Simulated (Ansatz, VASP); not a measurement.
**Li2Se: VASP beside Ansatz**

File INCAR:

```
SYSTEM = Li2Se
ALGO = Normal
EDIFF = 1E-6
ENCUT = 750
GGA = PS
GGA_COMPAT = .FALSE.
ISIF = 2
ISMEAR = 0
LASPH = .TRUE.
LCHARG = .FALSE.
LREAL = .FALSE.
LWAVE = .FALSE.
NBANDS = 13
NELM = 120
PREC = Accurate
SIGMA = 0.01
```

Contents of KPOINTS:

```
k-points
0
G
  6 6 6
  0 0 0
```

Contents of POSCAR:

```
Li2Se
1.0
    0.0000000000      2.9872380687      2.9872380687
    2.9872380687      0.0000000000      2.9872380687
    2.9872380687      2.9872380687      0.0000000000
Li Se
2 1
Direct
    0.2500000000      0.2500000000      0.2500000000
    0.7500000000      0.7500000000      0.7500000000
    0.0000000000      0.0000000000      0.0000000000
```

Input for Ansatz:

```yaml
crystal:
  lattice:
    - [0.0, 2.98723806867, 2.98723806867]
    - [2.98723806867, 0.0, 2.98723806867]
    - [2.98723806867, 2.98723806867, 0.0]
  atoms:
    - { symbol: Li, position: [0.25, 0.25, 0.25] }
    - { symbol: Li, position: [0.75, 0.75, 0.75] }
    - { symbol: Se, position: [0.0, 0.0, 0.0] }
kpoints:
  mp_grid: { grid: [6, 6, 6] }
scf:
  occupations: { method: fixed }
  convergence: { dr2_threshold: 1.0e-10 }
hamiltonian:
  xc: pbesol
  pseudopotentials: { kind: all_electron, lapw: { basis_error: 0.0005 } }
output:
  forces: true
  stress: true
  eigenstates:
    kpoints:
      - [0.0, 0.0, 0.0]
      - [0.0, -0.5, -0.5]
      - [-0.5, 0.0, -0.5]
      - [-0.5, -0.5, 0.0]
      - [-0.5, 0.0, 0.0]
      - [0.0, -0.5, 0.0]
      - [0.0, 0.0, -0.5]
      - [-0.5, -0.5, -0.5]
  eigenvalues: true
```

Alike in both runs: task single point; functional PBEsol; k mesh 6 × 6 × 6; no spin polarisation.

|  | VASP | Ansatz |
| --- | --- | --- |
| version | VASP 6.6.1 | Ansatz 0.2.0 |
| potentials or method | VASP PAW PBE potentials, release 64 (Li_sv, Se), cutoff 750 eV | all-electron LAPW, scalar-relativistic |
| occupations | gaussian, width 0.01 eV | fixed |

|  | VASP | Ansatz | Ansatz less VASP |
| --- | --- | --- | --- |
| gap on the k mesh at the Fermi level (eV) | 2.82 | 2.83 | +0.006 |
| pressure (GPa) | -0.5 | -0.5 | -0.02 |

VASP's potentials were made for PBE, not for PBEsol. Ansatz ran all-electron here, and VASP with PAW potentials.
